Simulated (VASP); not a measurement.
Write the native input for VASP 6.6.1 that does the following.

| Item | Value |
| --- | --- |
| Task | single point |
| Functional | PBE |
| Potentials or basis | VASP PAW PBE potentials, release 64 (Ru_pv, F) |
| Cutoff | 520 eV |
| k mesh | 12 × 12 × 1 |
| Occupations | gaussian, width 0.1 eV |
| Spin | no spin polarisation |
| Dipole correction | yes |
| Further INCAR settings | ALGO = Fast; EDIFF = 1e-07; NBANDS = 48 |

The structure of Ru5F lies in POSCAR:

```
Ru5F
1.0
    2.7197977465      0.0000000000      0.0000000000
   -1.3598988732      2.3554139416      0.0000000000
    0.0000000000      0.0000000000     24.0359895925
Ru F
5 1
Direct
    0.6666666667      0.3333333333      0.1664171132
    0.3333333333      0.6666666667      0.2557968275
    0.6666666667      0.3333333333      0.3452060919
    0.3333333333      0.6666666667      0.4352311869
    0.6666666667      0.3333333333      0.5215507997
    0.6666666667      0.3333333333      0.5988809046
```

These files were run (other wordings do the same):

INCAR

```
ALGO = Fast
DIPOL = 0.5 0.5 0.387
EDIFF = 1E-7
ENCUT = 520
GGA = PE
IDIPOL = 3
ISIF = 2
ISMEAR = 0
LASPH = True
LCHARG = False
LDIPOL = True
LREAL = False
LWAVE = False
NBANDS = 48
NELM = 60
PREC = Accurate
SIGMA = 0.1
```

KPOINTS

```
k-points
0
Gamma
  12 12 1
```

Potentials or basis: VASP PAW PBE potentials, release 64 (Ru_pv, F).

The run is started by

```bash
$ cat potpaw_PBE.64/Ru_pv/POTCAR potpaw_PBE.64/F/POTCAR > POTCAR
$ mpirun -np 1 vasp_std > vasp.out
```

It gave:

```yaml
Largest_force: 0.962 eV/Å
Band_gap_on_the_k_mesh: zero (an odd number of electrons rules out a gap without spin polarisation)
```

Run time: 7.4 min on 1 thread of Oxide Virtual Turin-like Processor, on a shared host, peak memory 0.28 GiB.
